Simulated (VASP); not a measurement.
Wanted: the native input for a VASP 6.6.1 run.

- Task: single point
- Functional: r2SCAN
- Potentials or basis: VASP PAW PBE potentials, release 64 (Li_sv, F)
- Cutoff: 520 eV
- k mesh: 10 × 10 × 10
- Occupations: gaussian, width 0.05 eV
- Spin: no spin polarisation
- Dipole correction: no
- Further INCAR settings: ALGO = Normal; EDIFF = 1e-07; NBANDS = 12

The system is LiF.

```xyz
2
Lattice="2.6619 0.0000 0.0000 0.0000 2.6619 0.0000 0.0000 0.0000 2.3548" Properties=species:S:1:pos:R:3 pbc="T T T"
Li    0.0000    0.0000    0.0000
F     1.3310    1.3310    1.1774
```

This cell differs from its parent crystal: strain +0.040 along x and y, -0.080 along z.

One way to write it, as run:

POSCAR

```
LiF
1.0
    2.6619143200      0.0000000000      0.0000000000
    0.0000000000      2.6619143200      0.0000000000
    0.0000000000      0.0000000000      2.3547703600
Li F
1 1
Direct
    0.0000000000      0.0000000000      0.0000000000
    0.5000000000      0.5000000000      0.5000000000
```

INCAR.step1

```
SYSTEM = LiF
PREC = Accurate ; ENCUT = 520
ISMEAR = 0 ; SIGMA = 0.05
LREAL = .FALSE. ; LASPH = .TRUE.
NELM = 100 ; NBANDS = 12
GGA = PE ; ALGO = Normal
EDIFF = 1E-4 ; LWAVE = .TRUE.
LCHARG = .FALSE.
```

INCAR.step2

```
SYSTEM = LiF
PREC = Accurate ; ENCUT = 520
EDIFF = 1E-7 ; ISMEAR = 0
SIGMA = 0.05 ; LREAL = .FALSE.
LASPH = .TRUE. ; NELM = 100
ALGO = Normal ; ISIF = 2
LWAVE = .FALSE. ; LCHARG = .TRUE.
METAGGA = R2SCAN ; LMIXTAU = .TRUE.
LELF = .TRUE. ; LVHAR = .TRUE.
NBANDS = 12 ; ISTART = 1
```

KPOINTS

```
regular mesh
0
G
  10 10 10
  0 0 0
```

Potentials or basis: VASP PAW PBE potentials, release 64 (Li_sv, F).

Command:

```bash
$ cat potpaw_PBE.64/Li_sv/POTCAR potpaw_PBE.64/F/POTCAR > POTCAR
$ cp INCAR.step1 INCAR
$ mpirun -np 1 vasp_std > vasp.out
$ cp INCAR.step2 INCAR
$ mpirun -np 1 vasp_std > vasp.out
```

Results of the run:

```yaml
Band_gap_on_the_k_mesh: 7.81 eV (least direct gap 8.22 eV)
```

Caveat: the cell differs from its parent crystal (strain +0.040 along x and y, -0.080 along z).

Wall time 2.4 min on 1 thread of Intel Xeon 8259CL (shared host), peak memory 0.13 GiB.
